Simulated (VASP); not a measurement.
# Te2Mo in VASP: further runs, part 2 of 2

VASP 6.6.1.

## Step 5: Single point, PBE+D3(BJ)

This run uses another cell than the first one.

The input, INCAR:

```
PREC     = Accurate       # precision mode
ENCUT    = 520            # plane-wave cutoff, eV
EDIFF    = 1E-7           # SCF threshold, eV
ISMEAR   = -1             # smearing method
SIGMA    = 0.05           # smearing width, eV
LREAL    = F              # projectors in reciprocal space
LASPH    = T              # aspherical terms in the spheres
NELM     = 100            # most SCF steps
ALGO     = Normal         # electronic algorithm
ISIF     = 2              # what is computed and relaxed
LWAVE    = F              # write WAVECAR
LCHARG   = T              # write CHGCAR
GGA      = PE             # functional
IVDW     = 12             # dispersion correction
LELF     = T              # ELF
LVHAR    = T            
NBANDS   = 35             # bands
```

The input, KPOINTS:

```
regular mesh
0
Gamma
  4 8 1
```

The input, POSCAR:

```
Te2Mo
1.0
    6.4453239976      0.0000000000      0.0000000000
    0.0000000000      3.5262030893      0.0000000000
   -0.0868695265      0.0000000000     36.6519436197
Te Mo
4 2
Direct
    0.4292511000      0.7500000000      0.5407035800
    0.5707489000      0.2500000000      0.4592964200
    0.9208478700      0.2500000000      0.5565273200
    0.0791521300      0.7500000000      0.4434726800
    0.1813475600      0.2500000000      0.4974653700
    0.8186524400      0.7500000000      0.5025346300
```

Potentials or basis: VASP PAW PBE potentials, release 64 (Te, Mo_sv).

Run with:

```sh
cat potpaw_PBE.64/Te/POTCAR potpaw_PBE.64/Mo_sv/POTCAR > POTCAR
mpirun -np 1 vasp_std > vasp.out
```

OUTCAR:

```text
PREC = Accurate
   ENCUT = 520
   EDIFF = 1E-7
   ISMEAR = -1
   LREAL = F
   LASPH = T
   NELM = 100
   ISIF = 2
   GGA = PE
   IVDW = 12
 IVDW          = 12

 ion  position               nearest neighbor table
   1  0.429  0.750  0.541-   5 2.86   5 2.86   6 2.88   2 3.59   2 3.59   3 3.67   3 3.67
   2  0.571  0.250  0.459-   6 2.86   6 2.86   5 2.88   1 3.59   1 3.59   4 3.67   4 3.67
   3  0.921  0.250  0.557-   6 2.73   6 2.73   5 2.74   1 3.67   1 3.67
   4  0.079  0.750  0.443-   5 2.73   5 2.73   6 2.74   2 3.67   2 3.67
   5  0.181  0.250  0.497-   4 2.73   4 2.73   3 2.74   1 2.86   1 2.86   2 2.88   6 2.93   6 2.93

   6  0.819  0.750  0.503-   3 2.73   3 2.73   4 2.74   2 2.86   2 2.86   1 2.88   5 2.93   5 2.93

  LATTYP: Found a simple monoclinic cell.
 ALAT       =     6.4453239976
 B/A-ratio  =     0.5470947761
 C/A-ratio  =     5.6866104138
 COS(beta)  =    -0.0023701139

  Lattice vectors:

 A1 = (   6.4453239976,   0.0000000000,   0.0000000000)
 A2 = (   0.0000000000,   3.5262030893,   0.0000000000)
 A3 = (  -0.0868695265,   0.0000000000,  36.6519436197)

Analysis of symmetry for initial positions (statically):
[... 177 lines left out ...]
 fundamental gap:      0.1495448900
 Fermi energy:        -2.3126397668

 k-point     1 :       0.0000    0.0000    0.0000
  band No.  band energies     occupation
      1     -63.3667      2.00000
      2     -63.3181      2.00000
      3     -37.5782      2.00000
      4     -37.5490      2.00000
      5     -37.4820      2.00000
      6     -37.4061      2.00000
[... 559 lines left out ...]
     34       0.9492      0.00000
     35       2.1078      0.00000

------------------------ aborting loop because EDIFF is reached ----------------------------------------

 Edisp (eV)   -2.25714

 E8    (eV) :    -1.1014

  FORCE on cell =-STRESS in cart. coord.  units (eV):
  Direction    XX          YY          ZZ          XY          YZ          ZX
  --------------------------------------------------------------------------------------
  -------------------------------------------------------------------------------------
  Total      -5.18008    -5.38281    -3.13028     0.00000     0.00000     0.03085
  in kB      -9.96318   -10.35310    -6.02067     0.00000     0.00000     0.05933
  external pressure =       -8.78 kB  Pullay stress =        0.00 kB

 VOLUME and BASIS-vectors are now :
 -----------------------------------------------------------------------------
  energy-cutoff  :      520.00
  volume of cell :      833.01
      direct lattice vectors                 reciprocal lattice vectors
     6.445323998  0.000000000  0.000000000     0.155151238  0.000000000  0.000367727
     0.000000000  3.526203089  0.000000000     0.000000000  0.283591153  0.000000000
    -0.086869527  0.000000000 36.651943620     0.000000000  0.000000000  0.027283683

 POSITION                                       TOTAL-FORCE (eV/Angst)
 -----------------------------------------------------------------------------------
      2.71969      2.64465     19.81784         0.003142      0.000000     -0.371728
      3.63876      0.88155     16.83411        -0.003142     -0.000000      0.371728
      5.88682      0.88155     20.39781         0.002619     -0.000000     -0.483000
      0.47164      2.64465     16.25414        -0.002619     -0.000000      0.483000
      1.12563      0.88155     18.23307        -0.057513     -0.000000     -0.018667
      5.23283      2.64465     18.41887         0.057513     -0.000000      0.018667
 -----------------------------------------------------------------------------------
    total drift:                                0.000000     -0.000000     -0.000000

  FREE ENERGIE OF THE ION-ELECTRON SYSTEM (eV)
  ---------------------------------------------------
  free  energy   TOTEN  =       -38.1790541950 eV

  energy  without entropy=      -38.1704596920  energy(sigma->0) =      -38.17475694
```

OSZICAR:

```text
N       E                     dE             d eps       ncg     rms          rms(c)
DAV:   1     0.403393780192E+03    0.40339E+03   -0.21428E+04  1354   0.105E+03
DAV:   2     0.596540059398E+01   -0.39743E+03   -0.38671E+03  1549   0.227E+02
DAV:   3    -0.355803586164E+02   -0.41546E+02   -0.40912E+02  1372   0.684E+01
DAV:   4    -0.373148988182E+02   -0.17345E+01   -0.17096E+01  1513   0.138E+01
[... 19 lines left out ...]
DAV:  24    -0.359219142758E+02   -0.17367E-05   -0.13818E-08   825   0.311E-04    0.251E-04
DAV:  25    -0.359219153654E+02   -0.10895E-05   -0.15600E-08   791   0.269E-04    0.175E-04
DAV:  26    -0.359219154705E+02   -0.10514E-06    0.83904E-09   717   0.941E-05    0.601E-05
DAV:  27    -0.359219156443E+02   -0.17376E-06    0.69736E-09   684   0.998E-05    0.436E-05
DAV:  28    -0.359219156757E+02   -0.31460E-07    0.92078E-09   677   0.461E-05
   1 F= -.38179054E+02 E0= -.38174757E+02  d E =-.859450E-02
```

stdout:

```text
POSCAR found type information on POSCAR TeMo
 POSCAR found :  2 types and       6 ions
 scaLAPACK will be used
 LDA part: xc-table for (Slater+PW92), standard interpolation
 POSCAR, INCAR and KPOINTS ok, starting setup
 FFT: planning ... GRIDC
 FFT: planning ... GRID_SOFT
 FFT: planning ... GRID
 WAVECAR not read
 entering main loop
```

Wall time 11 min (1 thread of Intel Xeon 6975P-C (Granite Rapids), shared host); peak memory 0.96 GiB.

Results:

| Quantity | Value |
| --- | --- |
| Free energy | -38.1791 eV |
| Largest force | 0.483 eV/Å |
| Band gap on the k mesh | zero (bands 26 and 27 overlap by 0.14 eV) |
| Dispersion energy per atom | -0.376 eV |

Forces in eV/Å, atoms in the order of the input:
```
Te   0.003  0.000 -0.372
Te  -0.003  0.000  0.372
Te   0.003  0.000 -0.483
Te  -0.003  0.000  0.483
Mo  -0.058  0.000 -0.019
Mo   0.058  0.000  0.019
```

Caveat: there is no dipole correction, which matters where the two faces differ; spin-orbit coupling is left out, which moves the levels of the heavy elements.

## Step 6: Single point, RPBE+D3(BJ)

This run uses another cell than the first one.

The input, INCAR:

```
SYSTEM = Te2Mo
PREC = Accurate
ENCUT = 520
EDIFF = 1E-7
ISMEAR = -1
SIGMA = 0.05
LREAL = .False.
LASPH = .True.
NELM = 80
ALGO = Normal
ISIF = 2
LWAVE = .False.
LCHARG = .True.
GGA = RP
IVDW = 12
LELF = .True.
LVHAR = .True.
NBANDS = 35
```

The input, KPOINTS:

```
regular mesh
0
Gamma
  4 8 1
  0 0 0
```

POSCAR is that of step 5.

Potentials or basis: VASP PAW PBE potentials, release 64 (Te, Mo_sv).

Run with:

```sh
cat potpaw_PBE.64/Te/POTCAR potpaw_PBE.64/Mo_sv/POTCAR > POTCAR
mpirun -np 1 vasp_std > vasp.out
```

Run time: 8.1 min. Hardware: 1 thread of Intel Xeon 6975P-C (Granite Rapids), shared host; peak memory 0.96 GiB.

It converged, with:

| Item | Value |
| --- | --- |
| Free energy | -47.1292 eV |
| Largest force | 1.814 eV/Å |
| Band gap on the k mesh | zero (bands 26 and 27 overlap by 0.14 eV) |
| Dispersion energy per atom | -2.262 eV |

Forces on the atoms (eV/Å):
```
Te   0.045  0.000 -1.693
Te  -0.045  0.000  1.693
Te  -0.012  0.000 -1.814
Te   0.012  0.000  1.814
Mo  -0.225  0.000  0.053
Mo   0.225  0.000 -0.053
```

Levels at points of the mesh, in eV from the Fermi level:
| k point | band 23 | band 24 | band 25 | band 26 | band 27 | band 28 | band 29 | band 30 |
| --- | --- | --- | --- | --- | --- | --- | --- | --- |
| (0.00, 0.00, 0.00) | -0.89 | -0.58 | -0.29 | 0.14 | 0.63 | 1.00 | 1.64 | 2.06 |
| (0.50, 0.00, 0.00) | -1.19 | -0.78 | -0.73 | -0.64 | 0.14 | 0.99 | 1.43 | 1.73 |
| (0.00, 0.50, 0.00) | -1.55 | -1.55 | -1.34 | -1.34 | 1.13 | 1.13 | 1.40 | 1.40 |
| (0.50, 0.50, 0.00) | -1.66 | -1.66 | -0.82 | -0.82 | 1.05 | 1.05 | 1.83 | 1.83 |

Caveat: the dispersion term is far too large for a dense solid, which distorts pressure and volume; there is no dipole correction, which matters where the two faces differ; the PAW data sets were made with another functional, which shifts forces and pressure a little; spin-orbit coupling is left out, which moves the levels of the heavy elements.

## Step 7: Overview

| level | cell | gap on the mesh (eV) | largest force (eV/Å) |
| --- | --- | --- | --- |
| RPBE | a = 6.362, b = 3.480, c = 36.176 Å, angles 90.0, 90.1, 90.0°, 6 atoms | none | 0.46 |
| PBE exchange alone | a = 6.362, b = 3.480, c = 36.176 Å, angles 90.0, 90.1, 90.0°, 6 atoms | none | 1.79 |
| PBE exchange alone | a = 6.404, b = 3.503, c = 36.416 Å, angles 90.0, 90.1, 90.0°, 6 atoms | none | 1.45 |
| PBE+D3(BJ) | a = 6.445, b = 3.526, c = 36.652 Å, angles 90.0, 90.1, 90.0°, 6 atoms | none | 0.48 |
| RPBE+D3(BJ) | a = 6.445, b = 3.526, c = 36.652 Å, angles 90.0, 90.1, 90.0°, 6 atoms | none | 1.81 |

Alike in all rows: task single point; potentials or basis VASP PAW PBE potentials, release 64 (Te, Mo_sv); no spin polarisation; k mesh 4 × 8 × 1; cutoff (eV) 520; smearing fermi-dirac 0.05 eV.

Caveats: there is no dipole correction, which matters where the two faces differ; spin-orbit coupling is left out, which moves the levels of the heavy elements; the PAW data sets were made with another functional, which shifts forces and pressure a little (at least some runs); the dispersion term is far too large for a dense solid, which distorts pressure and volume (at least some runs).

Absolute energies hang on the potentials; compare differences alone.

The gap in the log of VASP goes by the Fermi energy; the results here count the filled bands.